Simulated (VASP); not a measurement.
A run of VASP 6.6.1 is set up as follows.

Contents of INCAR:

```
SYSTEM = GeS
  PREC = Accurate
  ENCUT = 500
  EDIFF = 1E-6
  ISMEAR = 0
  SIGMA = 0.05
  LREAL = .FALSE.
  LASPH = .TRUE.
  NELM = 120
  ALGO = Normal
  ISIF = 2
  LWAVE = .FALSE.
  LCHARG = .TRUE.
  GGA = PE
  LELF = .TRUE.
  LVHAR = .TRUE.
  NBANDS = 50
  GGA_COMPAT = .FALSE.
```

KPOINTS

```
regular mesh
0
G
  4 8 6
  0 0 0
```

POSCAR

```
GeS
1.0
   10.2414859574      0.0000000000      0.0000000000
    0.0000000000      3.6678294942      0.0000000000
    0.0000000000      0.0000000000      4.4504162674
Ge S
4 4
Direct
    0.1259048197      0.2500000000      0.1349203576
    0.8740951803      0.7500000000      0.8650796424
    0.3740951803      0.7500000000      0.6349203576
    0.6259048197      0.2500000000      0.3650796424
    0.8471176922      0.2500000000      0.5025596800
    0.1528823078      0.7500000000      0.4974403200
    0.6528823078      0.7500000000      0.0025596800
    0.3471176922      0.2500000000      0.9974403200
```

Potentials or basis: VASP PAW PBE potentials, release 64 (Ge_d, S).

Command:

```sh
$ cat potpaw_PBE.64/Ge_d/POTCAR potpaw_PBE.64/S/POTCAR > POTCAR
$ mpirun -np 1 vasp_std > vasp.out
```

Question: Predict the largest force.

Answer: 0.621 eV/Å.

Question: Predict the pressure.

Answer: 3.4 GPa.

Stress tensor (GPa, compression positive):
```
7.13 0.00 0.00
0.00 1.40 0.00
0.00 0.00 1.53
```

Caveat: the cell differs from its parent crystal (strain -0.0500 x Voigt [1, 0, 0, 0, 0, 0]); the stress differs along the axes, from 1 to 7 GPa.
